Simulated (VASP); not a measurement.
# H13ClO6 in VASP: notebook

H13ClO6 is run at these levels: PBE+D3(BJ); tasks: single point.

All numbers are computed with VASP 6.6.1; they aren't measurements. Logs are shortened: lines on timing, memory, paths and dates and some standing lists are left out, and cuts for length are marked.

### Step 1. The cell of the first run

The cell holds an amorphous packing of atoms, 20 atoms: a = 5.696 Å, b = 5.696 Å, c = 5.696 Å, α = 90.00°, β = 90.00°, γ = 90.00°.

### Step 2. Single point, PBE+D3(BJ)

The input, INCAR:

```
SYSTEM = H13ClO6
ALGO = Normal
EDIFF = 1E-6
ENCUT = 520
GGA = PE
ISIF = 2
ISMEAR = -1
IVDW = 12
LASPH = .True.
LCHARG = .False.
LREAL = Auto
LWAVE = .False.
NBANDS = 44
NELM = 80
PREC = Accurate
SIGMA = 0.02
```

The input, KPOINTS:

```
k-points
0
Gamma
  1 1 1
  0 0 0
```

The input, POSCAR:

```
H13ClO6
1.0
    5.6959650000      0.0000000000      0.0000000000
    0.0000000000      5.6959650000      0.0000000000
    0.0000000000      0.0000000000      5.6959650000
O H Cl
6 13 1
Direct
    0.7267074148      0.9980925093      0.4573588496
    0.3862032158      0.6274792770      0.3189099652
    1.0022533495      0.7084488757     -0.0469104006
    0.7672273267      0.3497739189      0.1448744857
    0.0063904887      0.4206662084      0.5461409963
    0.5721769709      0.5165937642      0.7629611488
    0.8591696052      0.9228287042      0.5386444615
    0.6534976953      1.0632438928      0.5915766687
    0.4662598875      0.7867148060      0.3465260057
    0.5250383385      0.5461409963      0.2424523325
    0.9121895939      0.5860991070      0.0367277538
    1.1524298341      0.7020408307      0.0406779185
    0.6853799137      0.2815326288      0.0181005326
    0.7804472113      0.2261952101      0.2626771759
    0.0702602632      0.4679277348      0.7021812810
    0.1112541949      0.5033738796      0.4367828805
    0.4779348188      0.4944903980      0.6131182337
    0.7324483209      0.5300067679      0.6953694414
    0.4935950274      0.7990393199      0.8495136469
    0.4080959065      1.0053959250      0.9198090227
```

Potentials or basis: VASP PAW PBE potentials, release 64 (O, H, Cl).

Started as:

```console
$ cat potpaw_PBE.64/O/POTCAR potpaw_PBE.64/H/POTCAR potpaw_PBE.64/Cl/POTCAR > POTCAR
$ mpirun -np 1 vasp_gam > vasp.out
```

OUTCAR:

```text
SYSTEM = H13ClO6
   EDIFF = 1E-6
   ENCUT = 520
   GGA = PE
   ISIF = 2
   ISMEAR = -1
   IVDW = 12
   LASPH = .True.
   LREAL = Auto
   NELM = 80
   PREC = Accurate
 IVDW          = 12

 ion  position               nearest neighbor table
   1  0.727  0.998  0.457-   8 0.95   7 0.98
   2  0.386  0.627  0.319-  10 1.01   9 1.03
   3  0.002  0.708  0.953-  11 0.99  12 0.99
   4  0.767  0.350  0.145-  13 0.94  14 0.98
   5  0.006  0.421  0.546-  16 0.98  15 1.00
   6  0.572  0.517  0.763-  18 0.99  17 1.02
   7  0.859  0.923  0.539-   1 0.98
   8  0.653  0.063  0.592-   1 0.95
   9  0.466  0.787  0.347-   2 1.03
  10  0.525  0.546  0.242-   2 1.01
  11  0.912  0.586  0.037-   3 0.99
  12  0.152  0.702  0.041-   3 0.99
  13  0.685  0.282  0.018-   4 0.94
  14  0.780  0.226  0.263-   4 0.98
  15  0.070  0.468  0.702-   5 1.00
  16  0.111  0.503  0.437-   5 0.98
  17  0.478  0.494  0.613-   6 1.02
  18  0.732  0.530  0.695-   6 0.99
  19  0.494  0.799  0.850-  20 1.33
  20  0.408  0.005  0.920-  19 1.33

  LATTYP: Found a simple cubic cell.
 ALAT       =     5.6959650000

  Lattice vectors:

 A1 = (   5.6959650000,   0.0000000000,   0.0000000000)
 A2 = (   0.0000000000,   5.6959650000,   0.0000000000)
 A3 = (   0.0000000000,   0.0000000000,   5.6959650000)

Analysis of symmetry for initial positions (statically):
=====================================================================
 Subroutine PRICEL returns:
 Original cell was already a primitive cell.

 Routine SETGRP: Setting up the symmetry group for a
 simple cubic supercell.

 Subroutine GETGRP returns: Found  1 space group operations
 (whereof  1 operations were pure point group operations)
 out of a pool of 48 trial point group operations.

The static configuration has the point symmetry C_1 .

Analysis of symmetry for dynamics (positions and initial velocities):
=====================================================================
 Subroutine PRICEL returns:
 Original cell was already a primitive cell.

 Routine SETGRP: Setting up the symmetry group for a
 simple cubic supercell.

 Subroutine GETGRP returns: Found  1 space group operations
 (whereof  1 operations were pure point group operations)
 out of a pool of 48 trial point group operations.

The dynamic configuration has the point symmetry C_1 .

 Subroutine INISYM returns: Found  1 space group operations
 (whereof  1 operations are pure point group operations),
 and found     1 'primitive' translations

----------------------------------------------------------------------------------------

                                     Primitive cell

  volume of cell :     184.8000

  direct lattice vectors                    reciprocal lattice vectors
     5.695965000  0.000000000  0.000000000     0.175562877  0.000000000  0.000000000
     0.000000000  5.695965000  0.000000000     0.000000000  0.175562877  0.000000000
     0.000000000  0.000000000  5.695965000     0.000000000  0.000000000  0.175562877

  length of vectors
     5.695965000  5.695965000  5.695965000     0.175562877  0.175562877  0.175562877

  position of ions in fractional coordinates (direct lattice)
     0.726707415  0.998092509  0.457358850
     0.386203216  0.627479277  0.318909965
     0.002253350  0.708448876  0.953089599
     0.767227327  0.349773919  0.144874486
     0.006390489  0.420666208  0.546140996
     0.572176971  0.516593764  0.762961149
[... 12 lines left out ...]
     0.493595027  0.799039320  0.849513647
     0.408095907  0.005395925  0.919809023

  ion indices of the primitive-cell ions
   primitive index   ion index
                 1           1
                 2           2
                 3           3
                 4           4
                 5           5
                 6           6
[... 12 lines left out ...]
                19          19
                20          20

----------------------------------------------------------------------------------------

 KPOINTS: k-points

Automatic generation of k-mesh.
 Grid dimensions read from file:
 generate k-points for:    1    1    1

 Generating k-lattice:

  Cartesian coordinates                     Fractional coordinates (reciprocal lattice)
     0.175562877  0.000000000  0.000000000     1.000000000  0.000000000  0.000000000
     0.000000000  0.175562877  0.000000000     0.000000000  1.000000000  0.000000000
     0.000000000  0.000000000  0.175562877     0.000000000  0.000000000  1.000000000

  Length of vectors
     0.175562877  0.175562877  0.175562877

  Shift w.r.t. Gamma in fractional coordinates (k-lattice)
     0.000000000  0.000000000  0.000000000

 Subroutine IBZKPT returns following result:
 ===========================================

 Found      1 irreducible k-points:

 Following reciprocal coordinates:
            Coordinates               Weight
  0.000000  0.000000  0.000000      1.000000
   k-points           NKPTS =      1   k-points in BZ     NKDIM =      1   number of bands    NBANDS=     44
   number of dos      NEDOS =    301   number of ions     NIONS =     20
   total plane-waves  NPLWV =  74088
   dimension x,y,z NGX =    42 NGY =   42 NGZ =   42
   dimension x,y,z NGXF=    84 NGYF=   84 NGZF=   84
   ions per type =               6  13   1
   NGX,Y,Z   is equivalent  to a cutoff of  12.26, 12.26, 12.26 a.u.
   NGXF,Y,Z  is equivalent  to a cutoff of  24.52, 24.52, 24.52 a.u.
 SYSTEM =  H13ClO6
   PREC   = accura    normal or accurate (medium, high low for compatibility)
   ISTART =      0    job   : 0-new  1-cont  2-samecut
   ICHARG =      2    charge: 1-file 2-atom 10-const
   ISPIN  =      1    spin polarized calculation?
   LNONCOLLINEAR =      F non collinear calculations
   LSORBIT =      F    spin-orbit coupling
   LASPH  =      T    aspherical Exc in radial PAW
   ENCUT  =  520.0 eV  38.22 Ry    6.18 a.u.  10.59 10.59 10.59*2*pi/ulx,y,z
   NELM   =     80;   NELMIN=  2; NELMDL= -5     # of ELM steps
   EDIFF  = 0.1E-05   stopping-criterion for ELM
   LREAL  =      T    real-space projection
   EDIFFG = 0.1E-04   stopping-criterion for IOM
   NSW    =      0    number of steps for IOM
   IBRION =     -1    ionic relax: 0-MD 1-quasi-New 2-CG
   NFREE  =      0    steps in history (QN), initial steepest desc. (CG)
   ISIF   =      2    stress and relaxation
   ISYM   =      2    0-nonsym 1-usesym 2-fastsym
   POTIM  = 0.5000    time-step for ionic-motion
   TEBEG  =    0.0;   TEEND  =   0.0 temperature during run
   PSTRESS=    0.0 pullay stress
   NELECT =      56.0000    total number of electrons
   NUPDOWN=      -1.0000    fix difference up-down
   EMIN   =  10.00;   EMAX   =-10.00  energy-range for DOS
   EFERMI =   0.00;   METHOD = LEGACY
   ISMEAR =    -1;   SIGMA  =   0.02  broadening in eV -4-tet -1-fermi 0-gaus
   EFERMI_NEDOS =   21; number of points for ismear=-14 and -15
   IALGO  =     38    algorithm
   IMIX   =      4    mixing-type and parameters
     AMIX     =   0.40;   BMIX     =  1.00
     AMIX_MAG =   1.60;   BMIX_MAG =  1.00
  volume/ion in A,a.u.               =       9.24        62.35
  Fermi-wavevector in a.u.,A,eV,Ry     =   1.099605  2.077953 16.451240  1.209132
  Thomas-Fermi vector in A             =   2.236003
   LORBIT       =      0    0 simple, 1 ext, 2 COOP (PROOUT), +10 PAW based schemes
   GGA     = PE    functional components
   LHFCALC =     F    Hartree Fock is set to
   AEXX    =    0.0000 exact exchange contribution
   IVDW    =    12    specifies the selected vdW correction
   LEPSILON=     F    determine dielectric tensor
   LRPA    =     F    only Hartree local field effects (RPA)
 non-spin polarized calculation
  energy-cutoff  :      520.00
  volume of cell :      184.80
 maximum number of plane-waves:      2473
 NGX is ok and might be reduce to    42
   NGX = 21   NGY = 21   NGZ = 21

 number of electron      56.0000004 magnetization

 Free energy of the ion-electron system (eV)
  ---------------------------------------------------
  ext. energy  EPLUGINS =         0.00000000
  ---------------------------------------------------
  free energy    TOTEN  =       -93.09018404 eV

  energy without entropy =      -93.09018404  energy(sigma->0) =      -93.09018404

 E-fermi :  -2.0093     XC(G=0):  -7.5635

 val. band max:       -2.5613790740   @ k =   0.0000   0.0000   0.0000
 cond. band min:       2.2732322236   @ k =   0.0000   0.0000   0.0000
 fundamental gap:      4.8346112976
 Fermi energy:        -2.0092698193

 k-point     1 :       0.0000    0.0000    0.0000
  band No.  band energies     occupation
      1     -22.0900      2.00000
      2     -21.5530      2.00000
      3     -21.1128      2.00000
      4     -20.9118      2.00000
      5     -20.6561      2.00000
      6     -20.4002      2.00000
[... 32 lines left out ...]
     39       8.4112      0.00000
     40       8.6639      0.00000
 [bands above 40 left out]

------------------------ aborting loop because EDIFF is reached ----------------------------------------

 Edisp (eV)   -0.93841

 E8    (eV) :    -0.2100

  FORCE on cell =-STRESS in cart. coord.  units (eV):
  Direction    XX          YY          ZZ          XY          YZ          ZX
  --------------------------------------------------------------------------------------
  -------------------------------------------------------------------------------------
  Total       1.09340     1.00874     3.02444     1.67992    -0.39071    -0.63033
  in kB       9.47954     8.74557    26.22127    14.56456    -3.38741    -5.46486
  external pressure =       14.82 kB  Pullay stress =        0.00 kB

 VOLUME and BASIS-vectors are now :
 -----------------------------------------------------------------------------
  energy-cutoff  :      520.00
  volume of cell :      184.80
      direct lattice vectors                 reciprocal lattice vectors
     5.695965000  0.000000000  0.000000000     0.175562877  0.000000000  0.000000000
     0.000000000  5.695965000  0.000000000     0.000000000  0.175562877  0.000000000
     0.000000000  0.000000000  5.695965000     0.000000000  0.000000000  0.175562877

 POSITION                                       TOTAL-FORCE (eV/Angst)
 -----------------------------------------------------------------------------------
      4.13930      5.68510      2.60510         0.954741     -1.153912     -0.626309
      2.19980      3.57410      1.81650         1.684828      1.236839     -0.218964
      0.01283      4.03530      5.42877         0.540157     -0.367280      0.375761
      4.37010      1.99230      0.82520         0.479076      1.110791      1.059372
      0.03640      2.39610      3.11080         0.413838      0.243720      0.694193
      3.25910      2.94250      4.34580        -0.369850      0.164276     -1.608128
[... 12 lines left out ...]
      2.81150      4.55130      4.83880         0.051946     -0.389486     -0.009491
      2.32450      0.03073      5.23920         0.041805      0.224561     -0.107893
 -----------------------------------------------------------------------------------
    total drift:                                0.007398      0.001158      0.000225

  FREE ENERGIE OF THE ION-ELECTRON SYSTEM (eV)
  ---------------------------------------------------
  free  energy   TOTEN  =       -94.0285981798 eV

  energy  without entropy=      -94.0285981798  energy(sigma->0) =      -94.02859818
```

Wall time 27 s (1 thread of Intel Xeon Platinum 8259CL at 2.50GHz (Skylake/Cascade Lake), shared host); peak memory 0.24 GiB.

Results:

* Free energy: -94.0286 eV
* Pressure: 1.5 GPa
* Largest force: 2.102 eV/Å
* Band gap on the k mesh: 4.83 eV
* Dispersion energy per atom: -0.047 eV

Forces on the atoms (eV/Å):
```
O    0.955 -1.154 -0.626
O    1.685  1.237 -0.219
O    0.540 -0.367  0.376
O    0.479  1.111  1.059
O    0.414  0.244  0.694
O   -0.370  0.164 -1.608
H    0.086 -0.071 -0.579
H   -1.172  1.009  1.264
H   -0.837 -1.219 -0.037
H   -0.661 -0.233  0.182
H   -0.165 -0.059  0.038
H   -0.467  0.273 -0.250
H   -0.869 -0.636 -1.400
H    0.242 -0.376  0.556
H   -0.307 -0.003 -0.479
H   -0.037 -0.115  0.025
H    0.512  0.415  1.020
H   -0.121 -0.054  0.102
H    0.052 -0.389 -0.009
Cl   0.042  0.225 -0.108
```

Stress tensor (GPa, compression positive):
```
 0.95  1.46 -0.55
 1.46  0.87 -0.34
-0.55 -0.34  2.62
```

Caveat: the k points lie up to 1.10 Å⁻¹ apart.

### Step 3. Single point, PBE+D3(BJ)

The input, INCAR:

```
SYSTEM = H13ClO6
  ALGO = Normal
  EDIFF = 1E-7
  ENCUT = 520
  GGA = PE
  ISIF = 2
  ISMEAR = -1
  IVDW = 12
  LASPH = .True.
  LCHARG = .True.
  LELF = .True.
  LREAL = Auto
  LVHAR = .True.
  LWAVE = .False.
  NBANDS = 44
  NELM = 80
  PREC = Accurate
  SIGMA = 0.02
```

KPOINTS is that of step 2.

The input, POSCAR:

```
H13ClO6
1.0
    5.6959650000      0.0000000000      0.0000000000
    0.0000000000      5.6959650000      0.0000000000
    0.0000000000      0.0000000000      5.6959650000
O H Cl
6 13 1
Direct
    0.7382067832      0.9846092804      0.4698413702
    0.4001077956      0.6027073551      0.3138537544
    0.9957048542      0.6724409297     -0.0352881382
    0.7382243395      0.3211747263      0.1497375774
    0.0016151785      0.4563932538      0.5640132971
    0.5442624735      0.5747577452      0.7450888480
    0.9033412249      1.0094689837      0.5211759553
    0.6443508694      1.0322921577      0.6023211168
    0.4507225729      0.7686844986      0.2756161599
    0.5071309251      0.4892937369      0.2305667257
    0.9344860792      0.5317272841      0.0416786269
    1.1170188019      0.7421042791      0.0487186982
    0.6478445707      0.2149591860      0.0419244149
    0.7557104020      0.2048818769      0.2764413054
    0.0738944147      0.5584303977      0.6893651910
    0.0698389123      0.4803926990      0.4098339790
    0.4478784543      0.5685077068      0.5905584041
    0.7077290679      0.5314990524      0.6995478378
    0.5304281189      0.7372763000      0.8138041579
    0.4192617054      1.0001290387      0.9323090995
```

Potentials or basis: VASP PAW PBE potentials, release 64 (O, H, Cl).

Started as:

```console
$ cat potpaw_PBE.64/O/POTCAR potpaw_PBE.64/H/POTCAR potpaw_PBE.64/Cl/POTCAR > POTCAR
$ mpirun -np 1 vasp_gam > vasp.out
```

It took 32 s on 1 thread of Intel Xeon Platinum 8259CL at 2.50GHz (Skylake/Cascade Lake), shared host; peak memory 0.24 GiB.

It converged, with:

| Property | Result |
| --- | --- |
| Free energy | -94.3163 eV |
| Pressure | 2.6 GPa |
| Largest force | 2.622 eV/Å |
| Band gap on the k mesh | 4.85 eV |
| Dispersion energy per atom | -0.047 eV |

Forces in eV/Å, atoms in the order of the input:
```
O    1.510 -0.045 -0.469
O   -0.356  0.966  0.361
O   -1.790 -0.438 -1.864
O   -0.216  0.087 -0.476
O   -0.437 -0.312  0.726
O    0.130 -1.773 -1.030
H   -0.911 -0.180 -0.021
H   -0.432  0.261  0.890
H   -0.059 -1.402 -0.062
H    0.376  0.379  0.106
H   -0.078 -0.233  0.462
H    1.785  0.843  1.342
H    0.134  0.365 -0.230
H    0.178 -0.116  0.688
H   -0.453 -0.422 -0.594
H    0.297  0.363  0.224
H    0.555  0.212 -0.281
H    0.240  0.237 -0.220
H   -0.020  0.885  0.509
Cl  -0.454  0.323 -0.061
```

Stress tensor (GPa, compression positive):
```
1.68 0.82 1.03
0.82 2.47 0.37
1.03 0.37 3.80
```

Levels at points of the mesh, in eV from the valence-band top:
| k point | band 26 | band 27 | band 28 | band 29 | band 30 | band 31 |
| --- | --- | --- | --- | --- | --- | --- |
| (0.00, 0.00, 0.00) | -0.29 | -0.25 | 0.00 | 4.85 | 7.87 | 8.59 |

Caveat: the k points lie up to 1.10 Å⁻¹ apart.

[end of part 1 of 2]
